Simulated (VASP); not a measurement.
# TcB2 (P6_3/mmc) in VASP: single point with LDA

Aim: the single point of TcB2 with LDA.

Program: VASP 6.6.1. These are calculated values, not measurements. Logs are shortened: lines on timing, memory, paths and dates and some standing lists are left out, and cuts for length are marked.

## (1) The cell of the first run

It takes space group P6_3/mmc (No. 194, hexagonal). The conventional cell has a = 2.891 Å, b = 2.891 Å, c = 7.435 Å, α = 90.00°, β = 90.00°, γ = 120.00°. Within 2.9 Å of Tc (site symmetry -6m2) lie 8 B at 2.22 to 2.25 Å and 6 Tc at 2.89 Å. B (site symmetry 3m) has 3 B at 1.81 Å and 4 Tc at 2.22 to 2.25 Å within 2.4 Å.

## (2) Single point, LDA

The input, INCAR:

```
  PREC = Accurate
  ENCUT = 520
  EDIFF = 1E-6
  ISMEAR = -1
  SIGMA = 0.1
  LREAL = F
  LASPH = T
  NELM = 60
  ALGO = Normal
  ISIF = 2
  LWAVE = F
  LCHARG = F
  NBANDS = 28
```

The input, KPOINTS:

```
Automatic mesh
0
Gamma
  9 9 3
```

The input, POSCAR:

```
TcB2
1.0
    2.8907180000      0.0000000000      0.0000000000
   -1.4453590000      2.5034350000      0.0000000000
    0.0000000000      0.0000000000      7.4353130000
Tc B
2 4
Direct
    0.3333333333      0.6666666667      0.2500000000
    0.6666666667      0.3333333333      0.7500000000
    0.3333333333      0.6666666667      0.9520460000
    0.6666666667      0.3333333333      0.0479540000
    0.6666666667      0.3333333333      0.4520460000
    0.3333333333      0.6666666667      0.5479540000
```

Potentials or basis: VASP PAW LDA potentials, release 64 (Tc_pv, B).

The run is started by

```
$ cat potpaw_LDA.64/Tc_pv/POTCAR potpaw_LDA.64/B/POTCAR > POTCAR
$ mpirun -np 1 vasp_std > vasp.out
```

OUTCAR:

```text
PREC = Accurate
   ENCUT = 520
   EDIFF = 1E-6
   ISMEAR = -1
   LREAL = F
   LASPH = T
   NELM = 60
   ISIF = 2

 ion  position               nearest neighbor table
   1  0.333  0.667  0.250-   3 2.22   6 2.22   4 2.25   5 2.25   4 2.25   5 2.25   5 2.25   4 2.25

   2  0.667  0.333  0.750-   4 2.22   5 2.22   3 2.25   6 2.25   3 2.25   6 2.25   3 2.25   6 2.25

   3  0.333  0.667  0.952-   4 1.81   4 1.81   4 1.81   1 2.22   2 2.25   2 2.25   2 2.25
   4  0.667  0.333  0.048-   3 1.81   3 1.81   3 1.81   2 2.22   1 2.25   1 2.25   1 2.25
   5  0.667  0.333  0.452-   6 1.81   6 1.81   6 1.81   2 2.22   1 2.25   1 2.25   1 2.25
   6  0.333  0.667  0.548-   5 1.81   5 1.81   5 1.81   1 2.22   2 2.25   2 2.25   2 2.25

  LATTYP: Found a hexagonal cell.
 ALAT       =     2.8907180000
 C/A-ratio  =     2.5721336360

  Lattice vectors:

 A1 = (   2.8907180000,   0.0000000000,   0.0000000000)
 A2 = (  -1.4453590000,   2.5034350000,   0.0000000000)
 A3 = (   0.0000000000,   0.0000000000,   7.4353130000)

Analysis of symmetry for initial positions (statically):
=====================================================================
 Subroutine PRICEL returns:
 Original cell was already a primitive cell.

 Routine SETGRP: Setting up the symmetry group for a
 hexagonal supercell.

 Subroutine GETGRP returns: Found 24 space group operations
 (whereof 12 operations were pure point group operations)
 out of a pool of 24 trial point group operations.

The static configuration has the point symmetry D_3d.
 The point group associated with its full space group is D_6h.

Analysis of symmetry for dynamics (positions and initial velocities):
=====================================================================
 Subroutine PRICEL returns:
 Original cell was already a primitive cell.

 Routine SETGRP: Setting up the symmetry group for a
 hexagonal supercell.

 Subroutine GETGRP returns: Found 24 space group operations
 (whereof 12 operations were pure point group operations)
 out of a pool of 24 trial point group operations.

The dynamic configuration has the point symmetry D_3d.
 The point group associated with its full space group is D_6h.

 Subroutine INISYM returns: Found 24 space group operations
 (whereof 12 operations are pure point group operations),
 and found     1 'primitive' translations

----------------------------------------------------------------------------------------

                                     Primitive cell

  volume of cell :      53.8073

  direct lattice vectors                    reciprocal lattice vectors
     2.890718000  0.000000000  0.000000000     0.345934816  0.199725577  0.000000000
    -1.445359000  2.503435000  0.000000000     0.000000000  0.399451154  0.000000000
     0.000000000  0.000000000  7.435313000     0.000000000  0.000000000  0.134493329

  length of vectors
     2.890718000  2.890717807  7.435313000     0.399451127  0.399451154  0.134493329

  position of ions in fractional coordinates (direct lattice)
     0.333333333  0.666666667  0.250000000
     0.666666667  0.333333333  0.750000000
     0.333333333  0.666666667  0.952046000
     0.666666667  0.333333333  0.047954000
     0.666666667  0.333333333  0.452046000
     0.333333333  0.666666667  0.547954000

  ion indices of the primitive-cell ions
   primitive index   ion index
                 1           1
                 2           2
                 3           3
                 4           4
                 5           5
                 6           6

----------------------------------------------------------------------------------------

 KPOINTS: Automatic mesh

Automatic generation of k-mesh.
 Grid dimensions read from file:
 generate k-points for:    9    9    3

 Generating k-lattice:

  Cartesian coordinates                     Fractional coordinates (reciprocal lattice)
     0.038437202  0.022191731  0.000000000     0.111111111  0.000000000  0.000000000
     0.000000000  0.044383462  0.000000000     0.000000000  0.111111111  0.000000000
     0.000000000  0.000000000  0.044831110     0.000000000  0.000000000  0.333333333

  Length of vectors
     0.044383459  0.044383462  0.044831110

  Shift w.r.t. Gamma in fractional coordinates (k-lattice)
     0.000000000  0.000000000  0.000000000

 Subroutine IBZKPT returns following result:
 ===========================================

 Found     24 irreducible k-points:

 Following reciprocal coordinates:
            Coordinates               Weight
  0.000000  0.000000  0.000000      1.000000
  0.111111  0.000000  0.000000      6.000000
  0.222222  0.000000  0.000000      6.000000
  0.333333 -0.000000  0.000000      6.000000
  0.444444  0.000000  0.000000      6.000000
  0.111111  0.111111  0.000000      6.000000
[... 16 lines left out ...]
  0.333333  0.222222  0.333333     24.000000
  0.333333  0.333333  0.333333      4.000000
   k-points           NKPTS =     24   k-points in BZ     NKDIM =     24   number of bands    NBANDS=     28
   number of dos      NEDOS =    301   number of ions     NIONS =      6
   total plane-waves  NPLWV =  32256
   dimension x,y,z NGX =    24 NGY =   24 NGZ =   56
   dimension x,y,z NGXF=    48 NGYF=   48 NGZF=  112
   ions per type =               2   4
   NGX,Y,Z   is equivalent  to a cutoff of  13.80, 13.80, 12.52 a.u.
   NGXF,Y,Z  is equivalent  to a cutoff of  27.60, 27.60, 25.04 a.u.
 SYSTEM =  unknown system
   PREC   = accura    normal or accurate (medium, high low for compatibility)
   ISTART =      0    job   : 0-new  1-cont  2-samecut
   ICHARG =      2    charge: 1-file 2-atom 10-const
   ISPIN  =      1    spin polarized calculation?
   LNONCOLLINEAR =      F non collinear calculations
   LSORBIT =      F    spin-orbit coupling
   LASPH  =      T    aspherical Exc in radial PAW
   ENCUT  =  520.0 eV  38.22 Ry    6.18 a.u.   5.37  5.37 13.82*2*pi/ulx,y,z
   NELM   =     60;   NELMIN=  2; NELMDL= -5     # of ELM steps
   EDIFF  = 0.1E-05   stopping-criterion for ELM
   LREAL  =      F    real-space projection
   EDIFFG = 0.1E-04   stopping-criterion for IOM
   NSW    =      0    number of steps for IOM
   IBRION =     -1    ionic relax: 0-MD 1-quasi-New 2-CG
   NFREE  =      0    steps in history (QN), initial steepest desc. (CG)
   ISIF   =      2    stress and relaxation
   ISYM   =      2    0-nonsym 1-usesym 2-fastsym
   POTIM  = 0.5000    time-step for ionic-motion
   TEBEG  =    0.0;   TEEND  =   0.0 temperature during run
   PSTRESS=    0.0 pullay stress
   NELECT =      38.0000    total number of electrons
   NUPDOWN=      -1.0000    fix difference up-down
   EMIN   =  10.00;   EMAX   =-10.00  energy-range for DOS
   EFERMI =   0.00;   METHOD = LEGACY
   ISMEAR =    -1;   SIGMA  =   0.10  broadening in eV -4-tet -1-fermi 0-gaus
   EFERMI_NEDOS =   21; number of points for ismear=-14 and -15
   IALGO  =     38    algorithm
   IMIX   =      4    mixing-type and parameters
     AMIX     =   0.40;   BMIX     =  1.00
     AMIX_MAG =   1.60;   BMIX_MAG =  1.00
  volume/ion in A,a.u.               =       8.97        60.52
  Fermi-wavevector in a.u.,A,eV,Ry     =   1.457882  2.754997 28.918079  2.125419
  Thomas-Fermi vector in A             =   2.574631
   LORBIT       =      0    0 simple, 1 ext, 2 COOP (PROOUT), +10 PAW based schemes
   GGA     = CA    functional components
   LHFCALC =     F    Hartree Fock is set to
   AEXX    =    0.0000 exact exchange contribution
   IVDW    =     0    specifies the selected vdW correction
   LEPSILON=     F    determine dielectric tensor
   LRPA    =     F    only Hartree local field effects (RPA)
 non-spin polarized calculation
  energy-cutoff  :      520.00
  volume of cell :       53.81
 maximum number of plane-waves:      1486
 NGX is ok and might be reduce to    24
   NGX = 11   NGY = 11   NGZ = 27

 number of electron      37.9999998 magnetization

 Free energy of the ion-electron system (eV)
  ---------------------------------------------------
  ext. energy  EPLUGINS =         0.00000000
  ---------------------------------------------------
  free energy    TOTEN  =       -56.15540782 eV

  energy without entropy =      -56.09444228  energy(sigma->0) =      -56.12492505

 E-fermi :  10.3028     XC(G=0): -13.3091

 val. band max:       10.2449644497   @ k =   0.2222   0.2222   0.3333
 cond. band min:      10.3976743491   @ k =   0.2222   0.1111   0.3333
 fundamental gap:      0.1527098993
 Fermi energy:        10.3028440885

 k-point     1 :       0.0000    0.0000    0.0000
  band No.  band energies     occupation
      1     -28.7727      2.00000
      2     -28.7407      2.00000
      3     -28.2514      2.00000
      4     -28.2514      2.00000
      5     -28.2494      2.00000
      6     -28.2494      2.00000
[... 20 lines left out ...]
     27      17.3414      0.00000
     28      17.3414      0.00000

 k-point     2 :       0.1111    0.0000    0.0000
  band No.  band energies     occupation
      1     -28.7601      2.00000
      2     -28.7299      2.00000
      3     -28.3236      2.00000
      4     -28.3216      2.00000
      5     -28.2683      2.00000
      6     -28.2660      2.00000
[... 20 lines left out ...]
     27      17.2922      0.00000
     28      18.0832      0.00000

 k-point     3 :       0.2222    0.0000    0.0000
  band No.  band energies     occupation
      1     -28.7278      2.00000
      2     -28.7028      2.00000
      3     -28.5037      2.00000
      4     -28.5016      2.00000
      5     -28.3108      2.00000
      6     -28.3079      2.00000
[... 20 lines left out ...]
     27      17.2425      0.00000
     28      19.4331      0.00000

 k-point     4 :       0.3333   -0.0000    0.0000
  band No.  band energies     occupation
      1     -28.7039      2.00000
      2     -28.7012      2.00000
      3     -28.6901      2.00000
      4     -28.6726      2.00000
      5     -28.3587      2.00000
      6     -28.3553      2.00000
[... 20 lines left out ...]
     27      17.8742      0.00000
     28      18.8515      0.00000

 k-point     5 :       0.4444    0.0000    0.0000
  band No.  band energies     occupation
      1     -28.8320      2.00000
      2     -28.8288      2.00000
      3     -28.6643      2.00000
      4     -28.6539      2.00000
      5     -28.3897      2.00000
      6     -28.3860      2.00000
[... 20 lines left out ...]
     27      17.9897      0.00000
     28      18.7793      0.00000

 k-point     6 :       0.1111    0.1111    0.0000
  band No.  band energies     occupation
      1     -28.7376      2.00000
      2     -28.7110      2.00000
      3     -28.4427      2.00000
      4     -28.4417      2.00000
      5     -28.3042      2.00000
      6     -28.3021      2.00000
[... 463 lines left out ...]
      5     -28.4380      2.00000
      6     -28.4362      2.00000
[... 20 lines left out ...]
     27      18.6290      0.00000
     28      19.2113      0.00000

 k-point    22 :       0.2222    0.2222    0.3333
  band No.  band energies     occupation
      1     -28.7131      2.00000
      2     -28.7126      2.00000
      3     -28.6695      2.00000
      4     -28.6628      2.00000
      5     -28.4584      2.00000
      6     -28.4571      2.00000
[... 20 lines left out ...]
     27      19.6376      0.00000
     28      19.7962      0.00000

 k-point    23 :       0.3333    0.2222    0.3333
  band No.  band energies     occupation
      1     -28.7584      2.00000
      2     -28.7572      2.00000
      3     -28.6509      2.00000
      4     -28.6476      2.00000
      5     -28.5370      2.00000
      6     -28.5353      2.00000
[... 20 lines left out ...]
     27      18.4720      0.00000
     28      19.7552      0.00000

 k-point    24 :       0.3333    0.3333    0.3333
  band No.  band energies     occupation
      1     -28.6825      2.00000
      2     -28.6825      2.00000
      3     -28.6574      2.00000
      4     -28.6545      2.00000
      5     -28.6431      2.00000
      6     -28.6431      2.00000
[... 20 lines left out ...]
     27      17.5902      0.00000
     28      19.9044      0.00000

------------------------ aborting loop because EDIFF is reached ----------------------------------------

  FORCE on cell =-STRESS in cart. coord.  units (eV):
  Direction    XX          YY          ZZ          XY          YZ          ZX
  --------------------------------------------------------------------------------------
  -------------------------------------------------------------------------------------
  Total       -3.0939976     -3.0939971     -3.1707155      0.0000000      0.0000000      0.0000000
  in kB      -92.1274939    -92.1274774    -94.4118606      0.0000000      0.0000000      0.0000000
  external PRESSURE =     -92.8889439 kB  Pullay stress =       0.0000000 kB

 VOLUME and BASIS-vectors are now :
 -----------------------------------------------------------------------------
  energy-cutoff  :      520.00
  volume of cell :       53.81
      direct lattice vectors                 reciprocal lattice vectors
     2.890718000  0.000000000  0.000000000     0.345934816  0.199725577  0.000000000
    -1.445359000  2.503435000  0.000000000     0.000000000  0.399451154  0.000000000
     0.000000000  0.000000000  7.435313000     0.000000000  0.000000000  0.134493329

 POSITION                                       TOTAL-FORCE (eV/Angst)
 -----------------------------------------------------------------------------------
     -0.00000      1.66896      1.85883        -0.000000      0.000000      0.000000
      1.44536      0.83448      5.57648         0.000000     -0.000000      0.000000
     -0.00000      1.66896      7.07876         0.000000     -0.000000     -0.014778
      1.44536      0.83448      0.35655        -0.000000      0.000000      0.014778
      1.44536      0.83448      3.36110        -0.000000      0.000000     -0.014778
     -0.00000      1.66896      4.07421         0.000000     -0.000000      0.014778
 -----------------------------------------------------------------------------------
    total drift:                                0.000000     -0.000000      0.000000

  FREE ENERGIE OF THE ION-ELECTRON SYSTEM (eV)
  ---------------------------------------------------
  free  energy   TOTEN  =       -56.1554078221 eV

  energy  without entropy=      -56.0944422782  energy(sigma->0) =      -56.12492505
```

Wall time 42 s (1 thread of Intel Xeon 8259CL, shared host); peak memory 0.17 GiB.

Results:

| Item | Value |
| --- | --- |
| Free energy | -56.1554 eV |
| Pressure | -9.3 GPa |
| Largest force | 0.015 eV/Å |
| Band gap on the k mesh | zero (band 19 reaches 10.95 eV, above the bottom of band 20 at 9.57 eV) |

Forces on the atoms (eV/Å):
```
Tc   0.000  0.000  0.000
Tc   0.000  0.000  0.000
B    0.000  0.000 -0.015
B    0.000  0.000  0.015
B    0.000  0.000 -0.015
B    0.000  0.000  0.015
```

Stress tensor (GPa, compression positive):
```
-9.21  0.00  0.00
 0.00 -9.21  0.00
 0.00  0.00 -9.44
```
